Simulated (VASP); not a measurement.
# SnO2 (P4_2/mnm) in VASP: a series of runs, part 2 of 2

VASP 6.6.1. Earlier steps stand in the parts before.

### Step 3. Single point, r2SCAN (strain -0.0150 x Voigt [1, 1, 0, 0, 0, 0])

File POSCAR:

```
SnO2
1.0
    4.6888132301      0.0000000000      0.0000000000
    0.0000000000      4.6888132301      0.0000000000
    0.0000000000      0.0000000000      3.2005650988
Sn O
2 4
Direct
    0.0000000000      0.0000000000      0.0000000000
    0.5000000000      0.5000000000      0.5000000000
    0.3058934984      0.3058934984      0.0000000000
    0.1941065016      0.8058934984      0.5000000000
    0.6941065016      0.6941065016      0.0000000000
    0.8058934984      0.1941065016      0.5000000000
```

File INCAR.step1:

```
ALGO = Normal
EDIFF = 1E-4
ENCUT = 520
GGA = PE
ISMEAR = 0
LASPH = True
LCHARG = False
LREAL = False
LWAVE = True
NBANDS = 35
NELM = 100
PREC = Accurate
SIGMA = 0.05
```

File INCAR.step2:

```
ALGO = Normal
EDIFF = 1E-6
ENCUT = 520
ISIF = 2
ISMEAR = 0
ISTART = 1
LASPH = True
LCHARG = False
LMIXTAU = True
LREAL = False
LWAVE = False
METAGGA = R2SCAN
NBANDS = 35
NELM = 100
PREC = Accurate
SIGMA = 0.05
```

File KPOINTS:

```
k-points
0
Gamma
  6 6 8
```

Potentials or basis: VASP PAW PBE potentials, release 64 (Sn_d, O).

Launch:

```
$ cat potpaw_PBE.64/Sn_d/POTCAR potpaw_PBE.64/O/POTCAR > POTCAR
$ cp INCAR.step1 INCAR
$ mpirun -np 1 vasp_std > vasp.out
$ cp INCAR.step2 INCAR
$ mpirun -np 1 vasp_std > vasp.out
```

OUTCAR:

```text
EDIFF = 1E-6
   ENCUT = 520
   ISIF = 2
   ISMEAR = 0
   ISTART = 1
   LASPH = True
   LREAL = False
   METAGGA = R2SCAN
   NELM = 100
   PREC = Accurate

 ion  position               nearest neighbor table
   1  0.000  0.000  0.000-   3 2.03   5 2.03   4 2.05   6 2.05   4 2.05   6 2.05   2 3.68   2 3.68
                             2 3.68   2 3.68   2 3.68   2 3.68   2 3.68   2 3.68
   2  0.500  0.500  0.500-   4 2.03   6 2.03   5 2.05   3 2.05   3 2.05   5 2.05   1 3.68   1 3.68
                             1 3.68   1 3.68   1 3.68   1 3.68   1 3.68   1 3.68
   3  0.306  0.306  0.000-   1 2.03   2 2.05   2 2.05
   4  0.194  0.806  0.500-   2 2.03   1 2.05   1 2.05
   5  0.694  0.694  0.000-   1 2.03   2 2.05   2 2.05
   6  0.806  0.194  0.500-   2 2.03   1 2.05   1 2.05

  LATTYP: Found a simple tetragonal cell.
 ALAT       =     4.6888132301
 C/A-ratio  =     0.6825959879

  Lattice vectors:

 A1 = (   4.6888132301,   0.0000000000,   0.0000000000)
 A2 = (   0.0000000000,   4.6888132301,   0.0000000000)
 A3 = (   0.0000000000,   0.0000000000,   3.2005650988)

Analysis of symmetry for initial positions (statically):
[... 187 lines left out ...]
 cond. band min:       8.0344836868   @ k =   0.0000   0.0000   0.0000
 fundamental gap:      2.1205910615
 Fermi energy:         6.1259906013

 k-point     1 :       0.0000    0.0000    0.0000
  band No.  band energies     occupation
      1     -15.8726      2.00000
      2     -14.8711      2.00000
      3     -14.5322      2.00000
      4     -14.5293      2.00000
      5     -14.5293      2.00000
      6     -14.5037      2.00000
[... 901 lines left out ...]
     34      19.3746      0.00000
     35      19.7523      0.00000

 [... further k-points ...]

------------------------ aborting loop because EDIFF is reached ----------------------------------------

  FORCE on cell =-STRESS in cart. coord.  units (eV):
  Direction    XX          YY          ZZ          XY          YZ          ZX
  --------------------------------------------------------------------------------------
  -------------------------------------------------------------------------------------
  Total        3.5495221      3.5495221      2.9188464     -0.0000000      0.0000000      0.0000000
  in kB       80.8216911     80.8216911     66.4613706     -0.0000000      0.0000000      0.0000000
  external PRESSURE =      76.0349176 kB  Pullay stress =       0.0000000 kB

 VOLUME and BASIS-vectors are now :
 -----------------------------------------------------------------------------
  energy-cutoff  :      520.00
  volume of cell :       70.36
      direct lattice vectors                 reciprocal lattice vectors
     4.688813230  0.000000000  0.000000000     0.213273584  0.000000000  0.000000000
     0.000000000  4.688813230  0.000000000     0.000000000  0.213273584  0.000000000
     0.000000000  0.000000000  3.200565099     0.000000000  0.000000000  0.312444824

 POSITION                                       TOTAL-FORCE (eV/Angst)
 -----------------------------------------------------------------------------------
      0.00000      0.00000      0.00000         0.000000     -0.000000      0.000000
      2.34441      2.34441      1.60028         0.000000     -0.000000      0.000000
      1.43428      1.43428      0.00000        -0.039926     -0.039926      0.000000
      0.91013      3.77868      1.60028         0.039926     -0.039926      0.000000
      3.25454      3.25454      0.00000         0.039926      0.039926     -0.000000
      3.77868      0.91013      1.60028        -0.039926      0.039926     -0.000000
 -----------------------------------------------------------------------------------
    total drift:                                0.000000      0.000000      0.000000

  FREE ENERGIE OF THE ION-ELECTRON SYSTEM (eV)
  ---------------------------------------------------
  free  energy   TOTEN  =       -84.5662884153 eV

  energy  without entropy=      -84.5662884153  energy(sigma->0) =      -84.56628842
```

OUTCAR.step1:

```text
EDIFF = 1E-4
   ENCUT = 520
   GGA = PE
   ISMEAR = 0
[... 1154 lines left out ...]
      1.43428      1.43428      0.00000        -0.048506     -0.048506      0.000000
      0.91013      3.77868      1.60028         0.048506     -0.048506      0.000000
      3.25454      3.25454      0.00000         0.048506      0.048506      0.000000
      3.77868      0.91013      1.60028        -0.048506      0.048506      0.000000
 -----------------------------------------------------------------------------------
    total drift:                                0.000000      0.000000      0.000000

  FREE ENERGIE OF THE ION-ELECTRON SYSTEM (eV)
  ---------------------------------------------------
  free  energy   TOTEN  =       -37.0744180211 eV

  energy  without entropy=      -37.0744180211  energy(sigma->0) =      -37.07441802
```

OSZICAR.step1:

```text
N       E                     dE             d eps       ncg     rms          rms(c)
DAV:   1     0.647007597128E+03    0.64701E+03   -0.25586E+04  3888   0.234E+03
DAV:   2     0.580078229441E+02   -0.58900E+03   -0.55402E+03  3764   0.624E+02
DAV:   3    -0.382769213219E+02   -0.96285E+02   -0.94619E+02  3784   0.209E+02
DAV:   4    -0.432496560548E+02   -0.49727E+01   -0.49350E+01  4454   0.511E+01
DAV:   5    -0.433778784596E+02   -0.12822E+00   -0.12799E+00  4377   0.863E+00    0.163E+01
DAV:   6    -0.369819207686E+02    0.63960E+01   -0.17525E+01  5560   0.639E+01    0.634E+00
DAV:   7    -0.371021568698E+02   -0.12024E+00   -0.20708E+00  4009   0.804E+00    0.326E+00
DAV:   8    -0.370805008773E+02    0.21656E-01   -0.16104E-01  4974   0.441E+00    0.755E-01
DAV:   9    -0.370736590966E+02    0.68418E-02   -0.34858E-02  5756   0.311E+00    0.133E-01
DAV:  10    -0.370742904482E+02   -0.63135E-03   -0.39146E-03  4026   0.450E-01    0.637E-02
DAV:  11    -0.370744184554E+02   -0.12801E-03   -0.20248E-04  3657   0.110E-01    0.124E-02
DAV:  12    -0.370744180211E+02    0.43428E-06   -0.23980E-05  2224   0.466E-02
   1 F= -.37074418E+02 E0= -.37074418E+02  d E =-.223499E-18
```

Wall time 2.9 min (1 thread of Intel Xeon 6975P-C (Granite Rapids), shared host); peak memory 0.24 GiB.

Results:

| Quantity | Value |
| --- | --- |
| Free energy | -84.5663 eV |
| Pressure | 7.6 GPa |
| Largest force | 0.056 eV/Å |
| Band gap on the k mesh | 2.12 eV |

Forces on the atoms (eV/Å):
```
Sn   0.000  0.000  0.000
Sn   0.000  0.000  0.000
O   -0.040 -0.040  0.000
O    0.040 -0.040  0.000
O    0.040  0.040  0.000
O   -0.040  0.040  0.000
```

Levels at points of the mesh, in eV from the valence-band top:
```csv
k point,band 22,band 23,band 24,band 25,band 26,band 27,band 28,band 29,band 30,band 31
"(0.00, 0.00, 0.00)",-1.23,-1.23,-0.78,-0.78,0.00,2.12,6.96,7.12,7.12,11.32
"(0.50, 0.00, 0.00)",-2.00,-1.19,-1.19,-0.62,-0.62,5.33,5.33,7.88,7.88,12.33
"(0.50, 0.50, 0.00)",-2.03,-1.32,-1.32,-0.92,-0.92,5.75,5.75,8.39,8.39,12.32
"(0.00, 0.00, 0.50)",-2.60,-1.75,-1.75,-1.30,-1.30,7.24,7.24,10.80,10.80,11.62
"(0.50, 0.00, 0.50)",-1.77,-1.15,-1.15,-0.62,-0.62,7.55,7.55,9.20,9.20,12.09
"(0.50, 0.50, 0.50)",-2.28,-0.97,-0.97,-0.86,-0.86,5.87,5.87,9.82,9.82,12.07
```

Caveat: the cell differs from its parent crystal (strain -0.0150 x Voigt [1, 1, 0, 0, 0, 0]); the cell stands under pressure; the PAW data sets were made with another functional, which shifts forces and pressure a little; spin-orbit coupling is left out, which moves the levels of the heavy elements.

### Step 4. Single point, r2SCAN (strain +0.0150 x Voigt [1, 1, 0, 0, 0, 0])

Changes to POSCAR since step 3:

```diff
@@ -2,4 +2,4 @@
 1.0
-    4.6888132301      0.0000000000      0.0000000000
-    0.0000000000      4.6888132301      0.0000000000
+    4.8316197245      0.0000000000      0.0000000000
+    0.0000000000      4.8316197245      0.0000000000
     0.0000000000      0.0000000000      3.2005650988
```

File INCAR.step1:

```
  PREC = Accurate
  ENCUT = 520
  ISMEAR = 0
  SIGMA = 0.05
  LREAL = F
  LASPH = T
  NELM = 60
  NBANDS = 35
  GGA = PE
  ALGO = Normal
  EDIFF = 1E-4
  LWAVE = T
  LCHARG = F
```

File INCAR.step2:

```
  PREC = Accurate
  ENCUT = 520
  EDIFF = 1E-7
  ISMEAR = 0
  SIGMA = 0.05
  LREAL = F
  LASPH = T
  NELM = 60
  ALGO = Normal
  ISIF = 2
  LWAVE = F
  LCHARG = F
  METAGGA = R2SCAN
  LMIXTAU = T
  NBANDS = 35
  ISTART = 1
```

File KPOINTS:

```
regular mesh
0
Gamma
  6 6 8
```

Launch:

```
$ cat potpaw_PBE.64/Sn_d/POTCAR potpaw_PBE.64/O/POTCAR > POTCAR
$ cp INCAR.step1 INCAR
$ mpirun -np 1 vasp_std > vasp.out
$ cp INCAR.step2 INCAR
$ mpirun -np 1 vasp_std > vasp.out
```

Run time: 3.1 min. Hardware: 1 thread of Intel Xeon 6975P-C (Granite Rapids), shared host; peak memory 0.24 GiB.

Results (log left out):

| Quantity | Value |
| --- | --- |
| Free energy | -84.6031 eV |
| Pressure | -4.5 GPa |
| Largest force | 0.049 eV/Å |
| Band gap on the k mesh | 1.49 eV |

Forces in eV/Å, atoms in the order of the input:
```
Sn   0.000  0.000  0.000
Sn   0.000  0.000  0.000
O    0.034  0.034  0.000
O   -0.034  0.034  0.000
O   -0.034 -0.034  0.000
O    0.034 -0.034  0.000
```

Stress tensor (GPa, compression positive):
```
-5.19  0.00  0.00
 0.00 -5.19  0.00
 0.00  0.00 -3.01
```

Levels at points of the mesh, in eV from the valence-band top:
```tsv
k point	band 24	band 25	band 26	band 27	band 28	band 29
(0.00, 0.00, 0.00)	-0.77	-0.77	0.00	1.49	6.66	6.98
(0.50, 0.00, 0.00)	-1.15	-0.62	-0.62	4.69	4.69	7.74
(0.50, 0.50, 0.00)	-1.27	-0.92	-0.92	5.15	5.15	8.06
(0.00, 0.00, 0.50)	-1.59	-1.23	-1.23	6.52	6.52	10.25
(0.50, 0.00, 0.50)	-1.07	-0.74	-0.74	6.77	6.77	8.51
(0.50, 0.50, 0.50)	-0.94	-0.84	-0.84	5.19	5.19	9.48
```

Caveat: the cell differs from its parent crystal (strain +0.0150 x Voigt [1, 1, 0, 0, 0, 0]); the cell stands under tension; the PAW data sets were made with another functional, which shifts forces and pressure a little; spin-orbit coupling is left out, which moves the levels of the heavy elements.

### Step 5. The runs side by side

| cell | gap on the mesh (eV) | pressure (GPa) | largest force (eV/Å) |
| --- | --- | --- | --- |
| a = 4.617, b = 4.617, c = 3.201 Å, 6 atoms | 2.47 | 15.3 | 0.04 |
| a = 4.689, b = 4.689, c = 3.201 Å, 6 atoms | 2.12 | 7.6 | 0.06 |
| a = 4.832, b = 4.832, c = 3.201 Å, 6 atoms | 1.49 | -4.5 | 0.05 |

Alike in all rows: task single point; level r2SCAN; potentials or basis VASP PAW PBE potentials, release 64 (Sn_d, O); no spin polarisation; k mesh 6 × 6 × 8; cutoff (eV) 520; smearing gaussian 0.05 eV.

Caveats: the PAW data sets were made with another functional, which shifts forces and pressure a little; spin-orbit coupling is left out, which moves the levels of the heavy elements; the cell stands under pressure (at least some runs); the cell stands under tension (at least some runs).

Total energies depend on the potentials used, so only differences within one code and one set of settings carry meaning.
